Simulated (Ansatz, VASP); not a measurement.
Zr: VASP beside Ansatz

```
Zr
1.0
     3.29539    0.00000    0.00000
    -1.64769    2.85389    0.00000
     0.00000    0.00000    5.24795
Zr
2
Direct
  0.33333 0.66667 0.25000
  0.66667 0.33333 0.75000
```

Change from the starting cell: volume scaled by 1.06, crystal datasets.

Alike in both runs: task electric field gradients; functional LDA; k mesh 13 × 13 × 7; occupations fermi-dirac, width 0.03 eV; no spin polarisation.

|  | VASP | Ansatz |
| --- | --- | --- |
| version | VASP 6.6.1 | Ansatz 0.2.0 |
| potentials or method | VASP PAW LDA potentials, release 64 (Zr_sv), cutoff 520 eV | all-electron PAW with datasets made for the crystal, scalar-relativistic |

```csv
,VASP,Ansatz,Ansatz less VASP
pressure (GPa),-10.4,-10.5,-0.05
"traceless stress, the component that is largest in VASP (GPa)",0.31,0.29,-0.017
size of Vzz on the site where it differs most (V/Å²),34.5,35.2,+0.68
```

LDA's correlation is that of Perdew and Zunger in VASP and of Perdew and Wang (1992) in Ansatz. Ansatz ran all-electron here, and VASP with PAW potentials.
